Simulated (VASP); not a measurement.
A run of VASP 6.6.1 is set up as follows.

INCAR

```
PREC     = Accurate       # precision mode
ENCUT    = 520            # plane-wave cutoff, eV
EDIFF    = 1E-8           # SCF threshold, eV
ISMEAR   = 0              # smearing method
SIGMA    = 0.05           # smearing width, eV
LREAL    = False          # projectors in reciprocal space
LASPH    = True           # aspherical terms in the spheres
NELM     = 60             # most SCF steps
ALGO     = Normal         # electronic algorithm
ISIF     = 2              # what is computed and relaxed
LWAVE    = False          # write WAVECAR
LCHARG   = True           # write CHGCAR
NBANDS   = 21             # bands
IBRION   = 8              # ionic algorithm
NSW      = 1              # ionic steps
```

The input KPOINTS:

```
Automatic mesh
0
Gamma
  12 12 12
```

The input POSCAR:

```
Ge
1.0
    0.0000000000      2.7660500000      2.8641861538
    2.7660500000      0.0000000000      2.8641861538
    2.7660500000      2.7660500000      0.0000000000
Ge
2
Direct
    0.0000000000      0.0000000000      0.0000000000
    0.2500000000      0.2500000000      0.2500000000
```

Potentials or basis: VASP PAW LDA potentials, release 64 (Ge_d).

Launch:

```sh
$ cat potpaw_LDA.64/Ge_d/POTCAR > POTCAR
$ mpirun -np 1 vasp_std > vasp.out
```

**Question.** What does it give for the highest phonon frequency at Γ?

**Answer.** 297 cm⁻¹.

Phonon frequencies in cm⁻¹ (negative: imaginary):
```csv
q point,frequencies
"(0.000, 0.000, 0.000)",0 0 0 293 297 297
```

Caveat: the cell stands under pressure or tension, which shifts response properties.
